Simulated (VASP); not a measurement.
# Pb2S in VASP: single point with PBE

Aim: the single point of Pb2S with PBE.

All numbers are computed with VASP 6.6.1; they aren't measurements. Logs are shortened: lines on timing, memory, paths and dates and some standing lists are left out, and cuts for length are marked.

## (1) The cell of the first run

The cell holds a slab with vacuum, 6 atoms: a = 4.130 Å, b = 4.130 Å, c = 35.225 Å, α = 90.00°, β = 90.00°, γ = 89.21°.

## (2) Single point, PBE

INCAR

```
PREC = Accurate
ENCUT = 520
EDIFF = 1E-6
ISMEAR = -1
SIGMA = 0.05
LREAL = False
LASPH = True
NELM = 60
ALGO = Normal
ISIF = 2
LWAVE = False
LCHARG = True
LDIPOL = True
IDIPOL = 3
DIPOL = 0.5 0.5 0.500
GGA = PE
LELF = True
LVHAR = True
LVACPOTAV = True
NBANDS = 43
```

KPOINTS

```
Automatic mesh
0
Gamma
  7 7 1
```

POSCAR

```
Pb2S
1.0
    4.1299564465      0.0000000000      0.0000000000
    0.0572742723      4.1295592873      0.0000000000
    0.0000000000      0.0000000000     35.2247540596
Pb S
4 2
Direct
    0.3412716577      0.3412716577      0.2129184490
    0.0260298216      0.0260298216      0.4546650356
    0.5249223974      0.5249223974      0.5453349644
    0.2096805613      0.2096805613      0.7870815510
    0.5257681466      0.5257681466      0.4672237316
    0.0251840724      0.0251840724      0.5327762684
```

Potentials or basis: VASP PAW PBE potentials, release 64 (Pb_d, S).

Run with:

```sh
$ cat potpaw_PBE.64/Pb_d/POTCAR potpaw_PBE.64/S/POTCAR > POTCAR
$ mpirun -np 1 vasp_std > vasp.out
```

OUTCAR:

```text
PREC = Accurate
   ENCUT = 520
   EDIFF = 1E-6
   ISMEAR = -1
   LREAL = False
   LASPH = True
   NELM = 60
   ISIF = 2
   GGA = PE

 ion  position               nearest neighbor table
   1  0.341  0.341  0.213-
   2  0.026  0.026  0.455-   6 2.75   5 2.93   5 2.93   5 2.97   5 2.98
   3  0.525  0.525  0.545-   5 2.75   6 2.93   6 2.93   6 2.97   6 2.98
   4  0.210  0.210  0.787-
   5  0.526  0.526  0.467-   3 2.75   2 2.93   2 2.93   2 2.97   2 2.98
   6  0.025  0.025  0.533-   2 2.75   3 2.93   3 2.93   3 2.97   3 2.98

  LATTYP: Found a base centered orthorhombic cell.
 ALAT       =     5.7999999999
 B/A-ratio  =     1.0139655172
 C/A-ratio  =     6.0732334586

  Lattice vectors:

 A1 = (  -0.0572742723,  -4.1295592873,   0.0000000000)
 A2 = (   4.1299564465,   0.0000000000,   0.0000000000)
 A3 = (   0.0000000000,   0.0000000000,  35.2247540596)

Analysis of symmetry for initial positions (statically):
=====================================================================
 Subroutine PRICEL returns:
 Original cell was already a primitive cell.

 Routine SETGRP: Setting up the symmetry group for a
 base centered orthorhombic supercell.

 Subroutine GETGRP returns: Found  4 space group operations
 (whereof  2 operations were pure point group operations)
 out of a pool of  8 trial point group operations.

The static configuration has the point symmetry C_1h.
 The point group associated with its full space group is C_2h.

Analysis of symmetry for dynamics (positions and initial velocities):
=====================================================================
 Subroutine PRICEL returns:
 Original cell was already a primitive cell.

 Routine SETGRP: Setting up the symmetry group for a
 base centered orthorhombic supercell.

 Subroutine GETGRP returns: Found  4 space group operations
 (whereof  2 operations were pure point group operations)
 out of a pool of  8 trial point group operations.

The dynamic configuration has the point symmetry C_1h.
 The point group associated with its full space group is C_2h.

 Subroutine INISYM returns: Found  4 space group operations
 (whereof  2 operations are pure point group operations),
 and found     1 'primitive' translations

----------------------------------------------------------------------------------------

                                     Primitive cell

  volume of cell :     600.7547

  direct lattice vectors                    reciprocal lattice vectors
     4.129956446  0.000000000  0.000000000     0.242133304 -0.003358230  0.000000000
     0.057274272  4.129559287  0.000000000     0.000000000  0.242156591  0.000000000
     0.000000000  0.000000000 35.224754060     0.000000000  0.000000000  0.028389127

  length of vectors
     4.129956446  4.129956446 35.224754060     0.242156591  0.242156591  0.028389127

  position of ions in fractional coordinates (direct lattice)
     0.341271658  0.341271658  0.212918449
     0.026029822  0.026029822  0.454665036
     0.524922397  0.524922397  0.545334964
     0.209680561  0.209680561  0.787081551
     0.525768147  0.525768147  0.467223732
     0.025184072  0.025184072  0.532776268

  ion indices of the primitive-cell ions
   primitive index   ion index
                 1           1
                 2           2
                 3           3
                 4           4
                 5           5
                 6           6

----------------------------------------------------------------------------------------

 KPOINTS: Automatic mesh

Automatic generation of k-mesh.
 Grid dimensions read from file:
 generate k-points for:    7    7    1

 Generating k-lattice:

  Cartesian coordinates                     Fractional coordinates (reciprocal lattice)
     0.034590472 -0.000479747  0.000000000     0.142857143  0.000000000  0.000000000
     0.000000000  0.034593799  0.000000000     0.000000000  0.142857143  0.000000000
     0.000000000  0.000000000  0.028389127     0.000000000  0.000000000  1.000000000

  Length of vectors
     0.034593799  0.034593799  0.028389127

  Shift w.r.t. Gamma in fractional coordinates (k-lattice)
     0.000000000  0.000000000  0.000000000

 Subroutine IBZKPT returns following result:
 ===========================================

 Found     16 irreducible k-points:

 Following reciprocal coordinates:
            Coordinates               Weight
  0.000000  0.000000  0.000000      1.000000
  0.142857 -0.000000  0.000000      4.000000
  0.285714  0.000000  0.000000      4.000000
  0.428571  0.000000  0.000000      4.000000
  0.142857  0.142857  0.000000      2.000000
  0.285714  0.142857  0.000000      4.000000
[... 8 lines left out ...]
  0.428571  0.428571  0.000000      2.000000
 -0.428571  0.428571  0.000000      2.000000
   k-points           NKPTS =     16   k-points in BZ     NKDIM =     16   number of bands    NBANDS=     43
   number of dos      NEDOS =    301   number of ions     NIONS =      6
   total plane-waves  NPLWV = 276480
   dimension x,y,z NGX =    32 NGY =   32 NGZ =  270
   dimension x,y,z NGXF=    64 NGYF=   64 NGZF=  540
   ions per type =               4   2
   NGX,Y,Z   is equivalent  to a cutoff of  12.88, 12.88, 12.74 a.u.
   NGXF,Y,Z  is equivalent  to a cutoff of  25.76, 25.76, 25.49 a.u.
 SYSTEM =  unknown system
   PREC   = accura    normal or accurate (medium, high low for compatibility)
   ISTART =      0    job   : 0-new  1-cont  2-samecut
   ICHARG =      2    charge: 1-file 2-atom 10-const
   ISPIN  =      1    spin polarized calculation?
   LNONCOLLINEAR =      F non collinear calculations
   LSORBIT =      F    spin-orbit coupling
   LASPH  =      T    aspherical Exc in radial PAW
   ENCUT  =  520.0 eV  38.22 Ry    6.18 a.u.   7.68  7.68 65.49*2*pi/ulx,y,z
   NELM   =     60;   NELMIN=  2; NELMDL= -5     # of ELM steps
   EDIFF  = 0.1E-05   stopping-criterion for ELM
   LREAL  =      F    real-space projection
   EDIFFG = 0.1E-04   stopping-criterion for IOM
   NSW    =      0    number of steps for IOM
   IBRION =     -1    ionic relax: 0-MD 1-quasi-New 2-CG
   NFREE  =      0    steps in history (QN), initial steepest desc. (CG)
   ISIF   =      2    stress and relaxation
   ISYM   =      2    0-nonsym 1-usesym 2-fastsym
   POTIM  = 0.5000    time-step for ionic-motion
   TEBEG  =    0.0;   TEEND  =   0.0 temperature during run
   PSTRESS=    0.0 pullay stress
   NELECT =      68.0000    total number of electrons
   NUPDOWN=      -1.0000    fix difference up-down
   EMIN   =  10.00;   EMAX   =-10.00  energy-range for DOS
   EFERMI =   0.00;   METHOD = LEGACY
   ISMEAR =    -1;   SIGMA  =   0.05  broadening in eV -4-tet -1-fermi 0-gaus
   EFERMI_NEDOS =   21; number of points for ismear=-14 and -15
   IALGO  =     38    algorithm
   IMIX   =      4    mixing-type and parameters
     AMIX     =   0.40;   BMIX     =  1.00
     AMIX_MAG =   1.60;   BMIX_MAG =  1.00
  volume/ion in A,a.u.               =     100.13       675.68
  Fermi-wavevector in a.u.,A,eV,Ry     =   0.791915  1.496503  8.532620  0.627130
  Thomas-Fermi vector in A             =   1.897550
   LORBIT       =      0    0 simple, 1 ext, 2 COOP (PROOUT), +10 PAW based schemes
   GGA     = PE    functional components
   LHFCALC =     F    Hartree Fock is set to
   AEXX    =    0.0000 exact exchange contribution
   IVDW    =     0    specifies the selected vdW correction
   LEPSILON=     F    determine dielectric tensor
   LRPA    =     F    only Hartree local field effects (RPA)
 non-spin polarized calculation
  energy-cutoff  :      520.00
  volume of cell :      600.75
 maximum number of plane-waves:     16210
   NGX = 15   NGY = 15   NGZ =131

 number of electron      68.0000008 magnetization

 dipolmoment           0.000000      0.000000      0.000003 electrons x Angstroem

 Free energy of the ion-electron system (eV)
  ---------------------------------------------------
  ext. energy  EPLUGINS =         0.00000000
  ---------------------------------------------------
  free energy    TOTEN  =       -20.93988252 eV

  energy without entropy =      -20.89873239  energy(sigma->0) =      -20.91930746

 E-fermi :  -1.0665     XC(G=0):  -4.0103

 val. band max:       -1.1198179299   @ k =   0.2857   0.1429   0.0000
 cond. band min:      -1.0345368012   @ k =   0.2857   0.0000   0.0000
 fundamental gap:      0.0852811288
 Fermi energy:        -1.0665443588

 k-point     1 :       0.0000    0.0000    0.0000
  band No.  band energies     occupation
      1     -18.4553      2.00000
      2     -18.4553      2.00000
      3     -18.3879      2.00000
      4     -18.3879      2.00000
      5     -18.3879      2.00000
      6     -18.3879      2.00000
[... 35 lines left out ...]
     42       2.1373      0.00000
     43       2.8656      0.00000

 k-point     2 :       0.1429   -0.0000    0.0000
  band No.  band energies     occupation
      1     -18.4530      2.00000
      2     -18.4530      2.00000
      3     -18.3906      2.00000
      4     -18.3905      2.00000
      5     -18.3877      2.00000
      6     -18.3877      2.00000
[... 35 lines left out ...]
     42       2.3091      0.00000
     43       2.6878      0.00000

 k-point     3 :       0.2857    0.0000    0.0000
  band No.  band energies     occupation
      1     -18.4484      2.00000
      2     -18.4484      2.00000
      3     -18.3965      2.00000
      4     -18.3965      2.00000
      5     -18.3872      2.00000
      6     -18.3872      2.00000
[... 35 lines left out ...]
     42       2.3556      0.00000
     43       2.4124      0.00000

 k-point     4 :       0.4286    0.0000    0.0000
  band No.  band energies     occupation
      1     -18.4451      2.00000
      2     -18.4451      2.00000
      3     -18.4013      2.00000
      4     -18.4013      2.00000
      5     -18.3868      2.00000
      6     -18.3868      2.00000
[... 495 lines left out ...]
     42       2.8561      0.00000
     43       3.1947      0.00000

 k-point    15 :       0.4286    0.4286    0.0000
  band No.  band energies     occupation
      1     -18.4323      2.00000
      2     -18.4323      2.00000
      3     -18.4002      2.00000
      4     -18.4002      2.00000
      5     -18.3998      2.00000
      6     -18.3998      2.00000
[... 35 lines left out ...]
     42       3.4241      0.00000
     43       3.4463      0.00000

 k-point    16 :      -0.4286    0.4286    0.0000
  band No.  band energies     occupation
      1     -18.4323      2.00000
      2     -18.4323      2.00000
      3     -18.4002      2.00000
      4     -18.4002      2.00000
      5     -18.3998      2.00000
      6     -18.3998      2.00000
[... 35 lines left out ...]
     42       3.3188      0.00000
     43       3.3376      0.00000

------------------------ aborting loop because EDIFF is reached ----------------------------------------

  FORCE on cell =-STRESS in cart. coord.  units (eV):
  Direction    XX          YY          ZZ          XY          YZ          ZX
  --------------------------------------------------------------------------------------
  -------------------------------------------------------------------------------------
  Total       -3.8919635     -3.8749403     -1.5473238     -0.6136984      0.0085787      0.0086985
  in kB      -10.3796376    -10.3342377     -4.1266215     -1.6366975      0.0228789      0.0231984
  external PRESSURE =      -8.2801656 kB  Pullay stress =       0.0000000 kB

 VOLUME and BASIS-vectors are now :
 -----------------------------------------------------------------------------
  energy-cutoff  :      520.00
  volume of cell :      600.75
      direct lattice vectors                 reciprocal lattice vectors
     4.129956446  0.000000000  0.000000000     0.242133304 -0.003358230  0.000000000
     0.057274272  4.129559287  0.000000000     0.000000000  0.242156591  0.000000000
     0.000000000  0.000000000 35.224754060     0.000000000  0.000000000  0.028389127

 POSITION                                       TOTAL-FORCE (eV/Angst)
 -----------------------------------------------------------------------------------
      1.42898      1.40930      7.50000        -0.000153     -0.000151      0.000337
      0.10899      0.10749     16.01546        -0.000995     -0.000981      0.409591
      2.19797      2.16770     19.20929         0.000995      0.000981     -0.409591
      0.87798      0.86589     27.72475         0.000153      0.000151     -0.000337
      2.20151      2.17119     16.45784        -0.002657     -0.002621      0.065451
      0.10545      0.10400     18.76691         0.002657      0.002621     -0.065451
 -----------------------------------------------------------------------------------
    total drift:                               -0.000027     -0.000027      0.000084

  FREE ENERGIE OF THE ION-ELECTRON SYSTEM (eV)
  ---------------------------------------------------
  free  energy   TOTEN  =       -20.9398825241 eV

  energy  without entropy=      -20.8987323878  energy(sigma->0) =      -20.91930746

 vacuum level on the upper side and lower side of the slab         2.744         2.744
```

Wall time 8.2 min (1 thread of Intel Xeon Platinum 8559C (Emerald Rapids), shared host); peak memory 0.75 GiB.

Results:

```yaml
Free_energy: -20.9399 eV
Largest_force: 0.410 eV/Å
Band_gap_on_the_k_mesh: zero (band 34 reaches -0.93 eV, above the bottom of band 35 at -1.38 eV)
```

Forces in eV/Å, atoms in the order of the input:
```
Pb   0.000  0.000  0.000
Pb  -0.001 -0.001  0.410
Pb   0.001  0.001 -0.410
Pb   0.000  0.000  0.000
S   -0.003 -0.003  0.065
S    0.003  0.003 -0.065
```

Caveat: spin-orbit coupling is left out, which moves the levels of the heavy elements.
